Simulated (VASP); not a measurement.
Cd2S: single point with PBE

Cd2S:

```
Cd S
1.0
     3.90911    0.00000    0.00000
    -1.95456    3.38539    0.00000
     0.00000    0.00000    5.73068
Cd S
2 1
Cartesian
  0.0000 2.2569 5.3451
  1.9546 1.1285 3.3165
  0.0000 2.2569 2.0957
```

| Property | Result |
| --- | --- |
| Program | VASP 6.6.1 |
| Task | single point |
| Functional | PBE |
| Potentials or basis | VASP PAW PBE potentials, release 64 (Cd, S) |
| Cutoff | 520 eV |
| k mesh | 8 × 8 × 5 |
| Occupations | fermi-dirac, width 0.05 eV |
| Spin | no spin polarisation |

```json
{
 "Pressure": "2.1 GPa",
 "Largest force": "0.105 eV/Å",
 "Band gap on the k mesh": "0.21 eV, indirect (least direct gap 0.58 eV)"
}
```

Forces on the atoms (eV/Å):
```
Cd   0.000  0.000 -0.063
Cd   0.000  0.000  0.105
S    0.000  0.000 -0.043
```

Stress tensor (GPa, compression positive):
```
1.73 0.00 0.00
0.00 1.73 0.00
0.00 0.00 2.81
```

Levels at points of the mesh, in eV from the valence-band top:
| k point | band 11 | band 12 | band 13 | band 14 | band 15 | band 16 | band 17 | band 18 | band 19 | band 20 |
| --- | --- | --- | --- | --- | --- | --- | --- | --- | --- | --- |
| (0.00, 0.00, 0.00) | -7.68 | -4.57 | -3.79 | -0.72 | -0.72 | 3.35 | 5.21 | 6.92 | 6.92 | 8.53 |
| (0.50, 0.00, 0.00) | -7.50 | -4.63 | -3.10 | -1.66 | -1.20 | 0.56 | 3.24 | 4.77 | 5.98 | 7.63 |

Wall time 28 s on 1 thread of Intel(R) Xeon(R) 6975P-C (Granite Rapids), on a shared host, peak memory 0.22 GiB.

A k mesh can miss the band edges.
